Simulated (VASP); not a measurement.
Here is a VASP 6.6.1 calculation.

Contents of INCAR:

```
PREC = Accurate ; ENCUT = 400
EDIFF = 1E-6 ; ISMEAR = 0
SIGMA = 0.05 ; LREAL = F
LASPH = T ; NELM = 120
ALGO = Normal ; ISIF = 2
LWAVE = F ; LCHARG = T
LDIPOL = T ; IDIPOL = 3
DIPOL = 0.5 0.5 0.500 ; GGA = PE
IVDW = 12 ; LELF = T
LVHAR = T ; LVACPOTAV = T
NBANDS = 32 ; GGA_COMPAT = F
NELMDL = -8
```

File KPOINTS:

```
Automatic mesh
0
Gamma
  21 21 1
```

The input POSCAR:

```
Bi2Te3
1.0
    4.3510815614      0.0000000000      0.0000000000
   -2.1755407807      3.7681471661      0.0000000000
    0.0000000000      0.0000000000     25.5819381340
Te Bi
3 2
Direct
    0.0000000000      0.0000000000      0.3518107171
    0.6666666667      0.3333333333      0.4999998125
    0.3333333333      0.6666666667      0.6481892829
    0.3333333333      0.6666666667      0.4198643859
    0.0000000000      0.0000000000      0.5801359373
```

Potentials or basis: VASP PAW PBE potentials, release 64 (Te, Bi_d).

The run is started by

```sh
$ cat potpaw_PBE.64/Te/POTCAR potpaw_PBE.64/Bi_d/POTCAR > POTCAR
$ mpirun -np 1 vasp_std > vasp.out
```

Problem. Predict the largest force.

Solution. 0.006 eV/Å.

Problem. Estimate the band gap on the k mesh.

Solution. 1.06 eV (least direct gap 1.30 eV).

Problem. Estimate the dispersion energy per atom.

Solution. -0.357 eV.

Forces on the atoms (eV/Å):
```
Te   0.000  0.000  0.001
Te   0.000  0.000  0.000
Te   0.000  0.000 -0.001
Bi   0.000  0.000  0.006
Bi   0.000  0.000 -0.006
```

Caveat: spin-orbit coupling is left out, which moves the levels of the heavy elements.
